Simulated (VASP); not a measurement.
Sr, 4 atoms in the cell. Symmetry: P6_3/mmc, No. 194, hexagonal system. Conventional cell: a = 4.080 Å, b = 4.080 Å, c = 13.351 Å, α = 90.00°, β = 90.00°, γ = 120.00°. Sr (site symmetry -3m) has 12 Sr at 4.08 to 4.09 Å within 5.4 Å. Within 5.4 Å of Sr (site symmetry -6m2) lie 12 Sr at 4.08 to 4.09 Å. This isn't the form of Sr at room conditions, which is fcc.

| Property | Result |
| --- | --- |
| Program | VASP 6.6.1 |
| Task | single point |
| Functional | PBEsol |
| Potentials or basis | VASP PAW PBE potentials, release 64 (Sr_sv) |
| Cutoff | 520 eV |
| k mesh | 10 × 10 × 3 |
| Occupations | fermi-dirac, width 0.1 eV |
| Spin | no spin polarisation |
| Dipole correction | no |
| Further INCAR settings | ALGO = Normal; EDIFF = 1e-06; NBANDS = 28 |

Potentials or basis: VASP PAW PBE potentials, release 64 (Sr_sv).

Launch:

```console
$ cat potpaw_PBE.64/Sr_sv/POTCAR > POTCAR
$ mpirun -np 1 vasp_std > vasp.out
```

Hardware: 1 thread of Intel(R) Xeon(R) 6975P-C (Granite Rapids), with other jobs on the host.

How long does it take, and how much memory?

Wall time 66 s on 1 thread of Intel(R) Xeon(R) 6975P-C (Granite Rapids) (shared host), peak memory 0.33 GiB. Counts: scf iterations 12, k points 28.
